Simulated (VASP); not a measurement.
Here is a VASP 6.6.1 calculation.

File INCAR:

```
  PREC = Accurate
  ENCUT = 520
  EDIFF = 1E-6
  ISMEAR = 0
  SIGMA = 0.1
  LREAL = F
  LASPH = T
  NELM = 60
  ALGO = Normal
  ISIF = 2
  LWAVE = F
  LCHARG = F
  GGA = PE
  NBANDS = 30
```

The input KPOINTS:

```
regular mesh
0
Gamma
  12 12 4
```

POSCAR

```
GaSe5
1.0
    3.7183049767      0.0000000000      0.0000000000
   -1.8591524884      3.2201465689      0.0000000000
    0.0000000000      0.0000000000     11.2639391574
Ga Se
1 5
Direct
    0.0000000000      0.0000000000      0.0000000000
    0.6666666667      0.3333333333      0.8602701417
    0.0000000000      0.0000000000      0.6567856193
    0.6666666667      0.3333333333      0.5000000000
    0.0000000000      0.0000000000      0.3432143807
    0.6666666667      0.3333333333      0.1397298583
```

Potentials or basis: VASP PAW PBE potentials, release 64 (Ga_d, Se).

Launch:

```bash
$ cat potpaw_PBE.64/Ga_d/POTCAR potpaw_PBE.64/Se/POTCAR > POTCAR
$ mpirun -np 1 vasp_std > vasp.out
```

**Question.** Predict the largest force.

**Answer.** 0.017 eV/Å.

**Question.** What does it give for the band gap on the k mesh?

**Answer.** Zero (an odd number of electrons rules out a gap without spin polarisation).

**Question.** Estimate the pressure.

**Answer.** 0.1 GPa.

Forces in eV/Å, atoms in the order of the input:
```
Ga   0.000  0.000  0.000
Se   0.000  0.000 -0.017
Se   0.000  0.000  0.005
Se   0.000  0.000  0.000
Se   0.000  0.000 -0.005
Se   0.000  0.000  0.017
```

Caveat: an odd number of electrons without spin polarisation forces a metal; a magnetic or distorted state may lie lower.
